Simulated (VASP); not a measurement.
# Bi2Te3 (R-3m) in VASP: notebook, part 2 of 2

VASP 6.6.1. Earlier steps stand in the parts before.

## Step 3: Relaxation of shape and atoms at fixed volume, PBE+D3(BJ) (32.28 Å³/atom)

This run uses another cell than the first one, of 32.28 Å³/atom.

The input, INCAR:

```
SYSTEM = Bi2Te3
PREC = Accurate
ENCUT = 600
EDIFF = 1E-7
ISMEAR = 0
SIGMA = 0.03
LREAL = .False.
LASPH = .True.
NELM = 80
ALGO = Fast
ISIF = 4
LWAVE = .False.
LCHARG = .False.
GGA = PE
IVDW = 12
IBRION = 2
NSW = 40
EDIFFG = -0.01
```

The input, KPOINTS:

```
regular mesh
0
Gamma
  7 7 7
  0 0 0
```

The input, POSCAR:

```
Bi2Te3                                  
1.0
    2.1634278192      1.2490556338      9.9555341054
   -2.1634278192      1.2490556338      9.9555341054
    0.0000000000     -2.4981112677      9.9555341054
  Bi              Te            
     2     3
Direct
     0.4001245877623609    0.4001245877623609    0.4001245877623609
     0.5998754122376390    0.5998754122376390    0.5998754122376390
     0.0000000000000000    0.0000000000000000    0.0000000000000000
     0.2092503255772209    0.2092503255772209    0.2092503255772209
     0.7907496744227791    0.7907496744227791    0.7907496744227791
```

Potentials or basis: VASP PAW PBE potentials, release 64 (Bi_d, Te).

The run is started by

```bash
$ cat potpaw_PBE.64/Bi_d/POTCAR potpaw_PBE.64/Te/POTCAR > POTCAR
$ mpirun -np 1 vasp_std > vasp.out
```

It took 66 min on 1 thread of Intel Xeon 6975P-C (Granite Rapids), shared host; peak memory 1.3 GiB.

The run converged. Its results:

```yaml
Free_energy: -20.5394 eV
Energy_gained_by_relaxing: 2.6 meV/atom
Ionic_steps: 7
Pressure_after_relaxing: 1.8 GPa
Band_gap_on_the_k_mesh: 0.23 eV
Dispersion_energy_per_atom: -0.471 eV
```

The path:
```csv
step,energy change (eV),largest force (eV/Å),pressure (GPa)
1,0.0000,0.2727,2.38
2,-0.0061,0.1541,2.17
3,-0.0079,0.1156,1.99
4,-0.0096,0.0894,1.95
5,-0.0124,0.0175,1.83
6,-0.0127,0.0090,1.79
7,-0.0128,0.0019,1.79
```

Final structure:
```
Bi Te
1.0
     2.16581    1.25043    9.93362
    -2.16581    1.25043    9.93362
     0.00000   -2.50086    9.93362
Bi Te
2 3
Direct
  0.40075 0.40075 0.40075
  0.59925 0.59925 0.59925
  0.00000 0.00000 0.00000
  0.20742 0.20742 0.20742
  0.79258 0.79258 0.79258
```

Levels at points of the mesh, in eV from the valence-band top:
```csv
k point,band 21,band 22,band 23,band 24,band 25,band 26,band 27,band 28
"(0.00, 0.00, 0.00)",-1.90,-0.98,-0.98,0.00,0.23,0.47,0.47,1.98
```

Caveat: spin-orbit coupling is left out, which moves the levels of the heavy elements; an odd mesh through Γ misses points on the zone boundary, where band edges can lie.

## Step 4: Relaxation of shape and atoms at fixed volume, PBE+D3(BJ) (32.96 Å³/atom)

This run uses another cell than the first one, of 32.96 Å³/atom.

INCAR is that of step 3.

KPOINTS is that of step 3.

POSCAR, as its differences from that of step 3:

```diff
@@ -2,5 +2,5 @@
 1.0
-    2.1634278192      1.2490556338      9.9555341054
-   -2.1634278192      1.2490556338      9.9555341054
-    0.0000000000     -2.4981112677      9.9555341054
+    2.1783484826      1.2576700828     10.0241951310
+   -2.1783484826      1.2576700828     10.0241951310
+    0.0000000000     -2.5153401657     10.0241951310
   Bi              Te
```

Potentials or basis: VASP PAW PBE potentials, release 64 (Bi_d, Te).

The run is started by

```bash
$ cat potpaw_PBE.64/Bi_d/POTCAR potpaw_PBE.64/Te/POTCAR > POTCAR
$ mpirun -np 1 vasp_std > vasp.out
```

OUTCAR:

```text
SYSTEM = Bi2Te3
   PREC = Accurate
   ENCUT = 600
   EDIFF = 1E-7
   ISMEAR = 0
   LREAL = .False.
   LASPH = .True.
   NELM = 80
   ISIF = 4
   GGA = PE
   IVDW = 12
   IBRION = 2
   NSW = 40
   EDIFFG = -0.01
 IVDW          = 12

 ion  position               nearest neighbor table
   1  0.400  0.400  0.400-   5 3.05   5 3.05   5 3.05   3 3.22   3 3.22   3 3.22
   2  0.600  0.600  0.600-   4 3.05   4 3.05   4 3.05   3 3.22   3 3.22   3 3.22
   3  0.000  0.000  0.000-   2 3.22   2 3.22   1 3.22   1 3.22   2 3.22   1 3.22
   4  0.209  0.209  0.209-   2 3.05   2 3.05   2 3.05   5 3.59   5 3.59   5 3.59
   5  0.791  0.791  0.791-   1 3.05   1 3.05   1 3.05   4 3.59   4 3.59   4 3.59

  LATTYP: Found a trigonal (rhomboedric) cell.
 ALAT       =    10.3349612565
 COS(alpha) =     0.9111480415

  Lattice vectors:

 A1 = (   2.1783484826,   1.2576700828,  10.0241951310)
 A2 = (  -2.1783484826,   1.2576700828,  10.0241951310)
 A3 = (   0.0000000000,  -2.5153401657,  10.0241951310)

[... 185 lines left out ...]

 Edisp (eV)   -2.30288

 E8    (eV) :    -1.0932
[... 249 lines left out ...]
--------------------------------------- Ionic step        7  -------------------------------------------

 number of electron      48.0000003 magnetization

 Free energy of the ion-electron system (eV)
  ---------------------------------------------------
  ext. energy  EPLUGINS =         0.00000000
  ---------------------------------------------------
  free energy    TOTEN  =       -18.26394160 eV

  energy without entropy =      -18.26394160  energy(sigma->0) =      -18.26394160

 E-fermi :   6.7215     XC(G=0):  -9.4591

 val. band max:        6.6057386611   @ k =   0.0000   0.0000   0.0000
 cond. band min:       6.8414369895   @ k =   0.0000   0.0000   0.0000
 fundamental gap:      0.2356983284
 Fermi energy:         6.7215405303

 k-point     1 :       0.0000    0.0000    0.0000
  band No.  band energies     occupation
      1     -16.6612      2.00000
      2     -16.6612      2.00000
      3     -16.6595      2.00000
      4     -16.6595      2.00000
      5     -16.6517      2.00000
      6     -16.6502      2.00000
[... 733 lines left out ...]
     27       8.4398      0.00000
     28       8.9249      0.00000

 [... further k-points ...]

------------------------ aborting loop because EDIFF is reached ----------------------------------------

 Edisp (eV)   -2.30280

 E8    (eV) :    -1.0931
[... 28 lines left out ...]
  FREE ENERGIE OF THE ION-ELECTRON SYSTEM (eV)
  ---------------------------------------------------
  free  energy   TOTEN  =       -20.5667370627 eV

  energy  without entropy=      -20.5667370627  energy(sigma->0) =      -20.56673706

 reached required accuracy - stopping structural energy minimisation
```

Run time: 56 min. Hardware: 1 thread of Intel Xeon 6975P-C (Granite Rapids), shared host; peak memory 1.2 GiB.

What came out:

```
Free energy                  : -20.5667 eV
Energy gained by relaxing    : 0.7 meV/atom
Ionic steps                  : 7
Pressure after relaxing      : 0.8 GPa
Largest force after relaxing : 0.003 eV/Å
Band gap on the k mesh       : 0.24 eV
Dispersion energy per atom   : -0.461 eV
```

Forces on the atoms (eV/Å):
```
Bi   0.000  0.000 -0.003
Bi   0.000  0.000  0.003
Te   0.000  0.000  0.000
Te   0.000  0.000 -0.002
Te   0.000  0.000  0.002
```

The path:
| step | energy change (eV) | largest force (eV/Å) | pressure (GPa) |
| --- | --- | --- | --- |
| 1 | 0.0000 | 0.1337 | 1.13 |
| 2 | -0.0015 | 0.0796 | 1.03 |
| 3 | -0.0020 | 0.0638 | 0.93 |
| 4 | -0.0025 | 0.0504 | 0.91 |
| 5 | -0.0033 | 0.0163 | 0.84 |
| 6 | -0.0034 | 0.0055 | 0.81 |
| 7 | -0.0035 | 0.0031 | 0.82 |

Final structure:
```xyz
5
Lattice="2.1806 1.2590 10.0036 -2.1806 1.2590 10.0036 0.0000 -2.5179 10.0036" Properties=species:S:1:pos:R:3 pbc="T T T"
Bi    0.0000    0.0000   12.0196
Bi    0.0000    0.0000   17.9911
Te    0.0000    0.0000    0.0000
Te    0.0000    0.0000    6.2494
Te    0.0000    0.0000   23.7613
```

Levels at points of the mesh, in eV from the valence-band top:
```csv
k point,band 20,band 21,band 22,band 23,band 24,band 25,band 26,band 27,band 28
"(0.00, 0.00, 0.00)",-1.84,-1.84,-0.94,-0.94,0.00,0.24,0.54,0.54,1.96
```

Caveat: spin-orbit coupling is left out, which moves the levels of the heavy elements; an odd mesh through Γ misses points on the zone boundary, where band edges can lie.

## Step 5: Summary

| cell | gap on the mesh (eV) | pressure (GPa) |
| --- | --- | --- |
| atoms relaxed from a = 10.192 Å, angles 24.3°, 5 atoms | 0.23 | 2.9 |
| atoms relaxed from a = 10.264 Å, angles 24.3°, 5 atoms | 0.23 | 1.8 |
| atoms relaxed from a = 10.335 Å, angles 24.3°, 5 atoms | 0.24 | 0.8 |

Alike in all rows: task relaxation of shape and atoms at fixed volume; level PBE+D3(BJ); potentials or basis VASP PAW PBE potentials, release 64 (Bi_d, Te); no spin polarisation; k mesh 7 × 7 × 7; cutoff (eV) 600; smearing gaussian 0.03 eV.

Caveats: spin-orbit coupling is left out, which moves the levels of the heavy elements; an odd mesh through Γ misses points on the zone boundary, where band edges can lie.

Total energies depend on the potentials used, so only differences within one code and one set of settings carry meaning.
